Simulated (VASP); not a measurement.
# BPd4 (Pmm2) in VASP: a series of runs

The runs below take BPd4 through single point, with PBE.

Everything below comes from runs of VASP 6.6.1. Logs are shortened: lines on timing, memory, paths and dates and some standing lists are left out, and cuts for length are marked.

### Step 1. The cell of the first run

The structure is orthorhombic, space group Pmm2 (No. 25). Conventional cell: a = 2.892 Å, b = 4.365 Å, c = 5.856 Å, α = 90.00°, β = 90.00°, γ = 90.00°. B (site symmetry mm2) has 5 Pd at 1.96 to 2.18 Å within 2.6 Å. Pd (site symmetry mm2) has 2 B at 2.18 Å and 10 Pd at 2.89 to 3.07 Å within 3.1 Å. Within 3.6 Å of Pd (site symmetry mm2) lie 12 Pd at 2.73 to 3.47 Å. Within 3.0 Å of Pd (site symmetry mm2) lie 2 B at 2.03 Å and 10 Pd at 2.77 to 2.99 Å. Within 2.6 Å of Pd (site symmetry mm2) lie 1 B at 1.96 Å.

### Step 2. Single point, PBE

File INCAR:

```
PREC = Accurate ; ENCUT = 520
EDIFF = 1E-6 ; ISMEAR = 0
SIGMA = 0.1 ; LREAL = F
LASPH = T ; NELM = 60
ALGO = Normal ; ISIF = 2
LWAVE = F ; LCHARG = F
GGA = PE ; NBANDS = 30
```

File KPOINTS:

```
regular mesh
0
Gamma
  6 4 4
```

File POSCAR:

```
BPd4
1.0
    2.8920300000      0.0000000000      0.0000000000
    0.0000000000      4.3650078800      0.0000000000
    0.0000000000      0.0000000000      5.8563151400
B Pd
1 4
Direct
    0.5000000000      0.0000000000      0.8632270100
    0.5000000000      0.5000000000      0.8675609800
    0.0000000000      0.5000000000      0.3291640000
    0.0000000000      0.0000000000      0.6194700000
    0.5000000000      0.0000000000      0.1975780000
```

Potentials or basis: VASP PAW PBE potentials, release 64 (B, Pd).

On the command line:

```sh
cat potpaw_PBE.64/B/POTCAR potpaw_PBE.64/Pd/POTCAR > POTCAR
mpirun -np 1 vasp_std > vasp.out
```

OUTCAR:

```text
PREC = Accurate
   ENCUT = 520
   EDIFF = 1E-6
   ISMEAR = 0
   LREAL = F
   LASPH = T
   NELM = 60
   ISIF = 2
   GGA = PE

 ion  position               nearest neighbor table
   1  0.500  0.000  0.863-   5 1.96   4 2.03   4 2.03   2 2.18   2 2.18
   2  0.500  0.500  0.868-   1 2.18   1 2.18   5 2.92   5 2.92   4 2.99   4 2.99   4 2.99   4 2.99
                             3 3.07   3 3.07
   3  0.000  0.500  0.329-   5 2.73   5 2.73   5 2.73   5 2.73   4 2.77   4 2.77   2 3.07   2 3.07

   4  0.000  0.000  0.619-   1 2.03   1 2.03   3 2.77   3 2.77   5 2.86   5 2.86   2 2.99   2 2.99
                             2 2.99   2 2.99
   5  0.500  0.000  0.198-   1 1.96   3 2.73   3 2.73   3 2.73   3 2.73   4 2.86   4 2.86   2 2.92
                             2 2.92

  LATTYP: Found a simple orthorhombic cell.
 ALAT       =     2.8920300000
 B/A-ratio  =     1.5093231675
 C/A-ratio  =     2.0249842291

  Lattice vectors:

 A1 = (   2.8920300000,   0.0000000000,   0.0000000000)
 A2 = (   0.0000000000,   4.3650078800,   0.0000000000)
 A3 = (   0.0000000000,   0.0000000000,   5.8563151400)

Analysis of symmetry for initial positions (statically):
=====================================================================
 Subroutine PRICEL returns:
 Original cell was already a primitive cell.

 Routine SETGRP: Setting up the symmetry group for a
 simple orthorhombic supercell.

 Subroutine GETGRP returns: Found  4 space group operations
 (whereof  4 operations were pure point group operations)
 out of a pool of  8 trial point group operations.

The static configuration has the point symmetry C_2v.

Analysis of symmetry for dynamics (positions and initial velocities):
=====================================================================
 Subroutine PRICEL returns:
 Original cell was already a primitive cell.

 Routine SETGRP: Setting up the symmetry group for a
 simple orthorhombic supercell.

 Subroutine GETGRP returns: Found  4 space group operations
 (whereof  4 operations were pure point group operations)
 out of a pool of  8 trial point group operations.

The dynamic configuration has the point symmetry C_2v.

 Subroutine INISYM returns: Found  4 space group operations
 (whereof  4 operations are pure point group operations),
 and found     1 'primitive' translations

----------------------------------------------------------------------------------------

                                     Primitive cell

  volume of cell :      73.9286

  direct lattice vectors                    reciprocal lattice vectors
     2.892030000  0.000000000  0.000000000     0.345777879  0.000000000  0.000000000
     0.000000000  4.365007880  0.000000000     0.000000000  0.229094661  0.000000000
     0.000000000  0.000000000  5.856315140     0.000000000  0.000000000  0.170755838

  length of vectors
     2.892030000  4.365007880  5.856315140     0.345777879  0.229094661  0.170755838

  position of ions in fractional coordinates (direct lattice)
     0.500000000  0.000000000  0.863227010
     0.500000000  0.500000000  0.867560980
     0.000000000  0.500000000  0.329164000
     0.000000000  0.000000000  0.619470000
     0.500000000  0.000000000  0.197578000

  ion indices of the primitive-cell ions
   primitive index   ion index
                 1           1
                 2           2
                 3           3
                 4           4
                 5           5

----------------------------------------------------------------------------------------

 KPOINTS: regular mesh

Automatic generation of k-mesh.
 Grid dimensions read from file:
 generate k-points for:    6    4    4

 Generating k-lattice:

  Cartesian coordinates                     Fractional coordinates (reciprocal lattice)
     0.057629647  0.000000000  0.000000000     0.166666667  0.000000000  0.000000000
     0.000000000  0.057273665  0.000000000     0.000000000  0.250000000  0.000000000
     0.000000000  0.000000000  0.042688960     0.000000000  0.000000000  0.250000000

  Length of vectors
     0.057629647  0.057273665  0.042688960

  Shift w.r.t. Gamma in fractional coordinates (k-lattice)
     0.000000000  0.000000000  0.000000000

 Subroutine IBZKPT returns following result:
 ===========================================

 Found     36 irreducible k-points:

 Following reciprocal coordinates:
            Coordinates               Weight
  0.000000  0.000000  0.000000      1.000000
  0.166667  0.000000  0.000000      2.000000
  0.333333  0.000000  0.000000      2.000000
  0.500000  0.000000  0.000000      1.000000
  0.000000  0.250000  0.000000      2.000000
  0.166667  0.250000  0.000000      4.000000
[... 16 lines left out ...]
  0.333333  0.500000  0.250000      4.000000
  0.500000  0.500000  0.250000      2.000000
 [... further k-points ...]
   k-points           NKPTS =     36   k-points in BZ     NKDIM =     36   number of bands    NBANDS=     30
   number of dos      NEDOS =    301   number of ions     NIONS =      5
   total plane-waves  NPLWV =  36864
   dimension x,y,z NGX =    24 NGY =   32 NGZ =   48
   dimension x,y,z NGXF=    48 NGYF=   64 NGZF=   96
   ions per type =               1   4
   NGX,Y,Z   is equivalent  to a cutoff of  13.80, 12.19, 13.63 a.u.
   NGXF,Y,Z  is equivalent  to a cutoff of  27.59, 24.38, 27.25 a.u.
 SYSTEM =  unknown system
   PREC   = accura    normal or accurate (medium, high low for compatibility)
   ISTART =      0    job   : 0-new  1-cont  2-samecut
   ICHARG =      2    charge: 1-file 2-atom 10-const
   ISPIN  =      1    spin polarized calculation?
   LNONCOLLINEAR =      F non collinear calculations
   LSORBIT =      F    spin-orbit coupling
   LASPH  =      T    aspherical Exc in radial PAW
   ENCUT  =  520.0 eV  38.22 Ry    6.18 a.u.   5.38  8.12 10.89*2*pi/ulx,y,z
   NELM   =     60;   NELMIN=  2; NELMDL= -5     # of ELM steps
   EDIFF  = 0.1E-05   stopping-criterion for ELM
   LREAL  =      F    real-space projection
[... 7 lines left out ...]
   TEBEG  =    0.0;   TEEND  =   0.0 temperature during run
   PSTRESS=    0.0 pullay stress
   NELECT =      43.0000    total number of electrons
   NUPDOWN=      -1.0000    fix difference up-down
   EMIN   =  10.00;   EMAX   =-10.00  energy-range for DOS
   EFERMI =   0.00;   METHOD = LEGACY
   ISMEAR =     0;   SIGMA  =   0.10  broadening in eV -4-tet -1-fermi 0-gaus
   EFERMI_NEDOS =   21; number of points for ismear=-14 and -15
   IALGO  =     38    algorithm
   IMIX   =      4    mixing-type and parameters
     AMIX     =   0.40;   BMIX     =  1.00
     AMIX_MAG =   1.60;   BMIX_MAG =  1.00
  volume/ion in A,a.u.               =      14.79        99.78
  Fermi-wavevector in a.u.,A,eV,Ry     =   1.366554  2.582413 25.408481  1.867471
  Thomas-Fermi vector in A             =   2.492685
   LORBIT       =      0    0 simple, 1 ext, 2 COOP (PROOUT), +10 PAW based schemes
   GGA     = PE    functional components
   LHFCALC =     F    Hartree Fock is set to
   AEXX    =    0.0000 exact exchange contribution
   IVDW    =     0    specifies the selected vdW correction
   LEPSILON=     F    determine dielectric tensor
   LRPA    =     F    only Hartree local field effects (RPA)
 non-spin polarized calculation
 Gauss-broadening in eV      SIGMA  =   0.10
  energy-cutoff  :      520.00
  volume of cell :       73.93
 maximum number of plane-waves:      2014
 NGX is ok and might be reduce to    24
   NGX = 11   NGY = 17   NGZ = 21

 number of electron      42.9999999 magnetization

 Free energy of the ion-electron system (eV)
  ---------------------------------------------------
  ext. energy  EPLUGINS =         0.00000000
  ---------------------------------------------------
  free energy    TOTEN  =       -27.54083359 eV

  energy without entropy =      -27.52959976  energy(sigma->0) =      -27.53521668

 E-fermi :   8.0029     XC(G=0): -12.3083

 val. band max:        8.0003911090   @ k =   0.0000   0.2500   0.2500
 cond. band min:       8.0305754141   @ k =   0.5000   0.0000   0.5000
 fundamental gap:      0.0301843051
 Fermi energy:         8.0028648612

 k-point     1 :       0.0000    0.0000    0.0000
  band No.  band energies     occupation
      1      -1.4445      2.00000
      2       2.5820      2.00000
      3       2.7807      2.00000
      4       3.4748      2.00000
      5       3.5075      2.00000
      6       4.0624      2.00000
[... 22 lines left out ...]
     29      16.7437      0.00000
     30      17.8324      0.00000

 k-point     2 :       0.1667    0.0000    0.0000
  band No.  band energies     occupation
      1      -1.1020      2.00000
      2       2.7798      2.00000
      3       3.2020      2.00000
      4       3.5483      2.00000
      5       3.6929      2.00000
      6       4.0252      2.00000
[... 22 lines left out ...]
     29      17.0953      0.00000
     30      18.3018      0.00000

 k-point     3 :       0.3333    0.0000    0.0000
  band No.  band energies     occupation
      1      -0.3669      2.00000
      2       2.6487      2.00000
      3       3.5897      2.00000
      4       3.6320      2.00000
      5       3.9165      2.00000
      6       3.9369      2.00000
[... 22 lines left out ...]
     29      16.1434      0.00000
     30      18.0292      0.00000

 k-point     4 :       0.5000    0.0000    0.0000
  band No.  band energies     occupation
      1       0.0103      2.00000
      2       2.9427      2.00000
      3       3.2753      2.00000
      4       3.5053      2.00000
      5       3.5156      2.00000
      6       3.8846      2.00000
[... 616 lines left out ...]
     29      17.9534      0.00000
     30      20.4257      0.00000

 k-point    23 :       0.3333    0.5000    0.2500
  band No.  band energies     occupation
      1       0.5084      2.00000
      2       2.4717      2.00000
      3       2.5030      2.00000
      4       3.2958      2.00000
      5       3.7138      2.00000
      6       4.2013      2.00000
[... 22 lines left out ...]
     29      16.8597      0.00000
     30      17.7997      0.00000

 k-point    24 :       0.5000    0.5000    0.2500
  band No.  band energies     occupation
      1       0.7870      2.00000
      2       2.3289      2.00000
      3       2.5489      2.00000
      4       3.1085      2.00000
      5       3.5803      2.00000
      6       4.0678      2.00000
[... 22 lines left out ...]
     29      16.3666      0.00000
     30      17.5724      0.00000

 [... further k-points ...]
[... 5 lines left out ...]
  --------------------------------------------------------------------------------------
  -------------------------------------------------------------------------------------
  Total       -0.9773306     -0.2940954     -0.4850604      0.0000000      0.0000000      0.0000000
  in kB      -21.1806759     -6.3736255    -10.5122117      0.0000000      0.0000000      0.0000000
  external PRESSURE =     -12.6888377 kB  Pullay stress =       0.0000000 kB

 VOLUME and BASIS-vectors are now :
 -----------------------------------------------------------------------------
  energy-cutoff  :      520.00
  volume of cell :       73.93
      direct lattice vectors                 reciprocal lattice vectors
     2.892030000  0.000000000  0.000000000     0.345777879  0.000000000  0.000000000
     0.000000000  4.365007880  0.000000000     0.000000000  0.229094661  0.000000000
     0.000000000  0.000000000  5.856315140     0.000000000  0.000000000  0.170755838

 POSITION                                       TOTAL-FORCE (eV/Angst)
 -----------------------------------------------------------------------------------
      1.44602      0.00000      5.05533         0.000000      0.000000      0.117303
      1.44602      2.18250      5.08071         0.000000      0.000000      0.133766
      0.00000      2.18250      1.92769         0.000000      0.000000     -0.009453
      0.00000      0.00000      3.62781         0.000000      0.000000     -0.015351
      1.44602      0.00000      1.15708         0.000000      0.000000     -0.226264
 -----------------------------------------------------------------------------------
    total drift:                                0.000000      0.000000     -0.000175

  FREE ENERGIE OF THE ION-ELECTRON SYSTEM (eV)
  ---------------------------------------------------
  free  energy   TOTEN  =       -27.5408335912 eV

  energy  without entropy=      -27.5295997630  energy(sigma->0) =      -27.53521668
```

Run time: 29 s. Hardware: 1 thread of Intel Xeon 6975P-C (Granite Rapids), shared host; peak memory 0.21 GiB.

What came out:

- Free energy: -27.5408 eV
- Pressure: -1.3 GPa
- Largest force: 0.226 eV/Å
- Band gap on the k mesh: zero (an odd number of electrons rules out a gap without spin polarisation)

Forces on the atoms (eV/Å):
```
B    0.000  0.000  0.117
Pd   0.000  0.000  0.134
Pd   0.000  0.000 -0.009
Pd   0.000  0.000 -0.015
Pd   0.000  0.000 -0.226
```

Levels at points of the mesh, in eV from the Fermi level:
```tsv
k point	band 19	band 20	band 21	band 22	band 23	band 24
(0.00, 0.00, 0.00)	-1.18	-0.79	-0.51	-0.25	0.09	0.45
(0.50, 0.00, 0.00)	-0.58	-0.28	0.45	0.47	1.80	2.53
(0.00, 0.50, 0.00)	-0.95	-0.85	-0.83	-0.72	-0.41	1.45
(0.50, 0.50, 0.00)	-0.34	-0.02	0.80	1.48	2.34	2.42
(0.00, 0.00, 0.50)	-1.22	-1.07	-0.79	0.08	1.63	1.95
(0.50, 0.00, 0.50)	-0.53	-0.26	0.03	0.57	1.57	2.40
(0.00, 0.50, 0.50)	-0.93	-0.85	-0.78	-0.42	-0.39	-0.09
(0.50, 0.50, 0.50)	-0.59	-0.16	-0.13	1.06	2.25	2.46
```

Caveat: the k points lie up to 0.36 Å⁻¹ apart, too coarse for converged energies and pressures of a metal.

(Continued in part 2 of 2.)
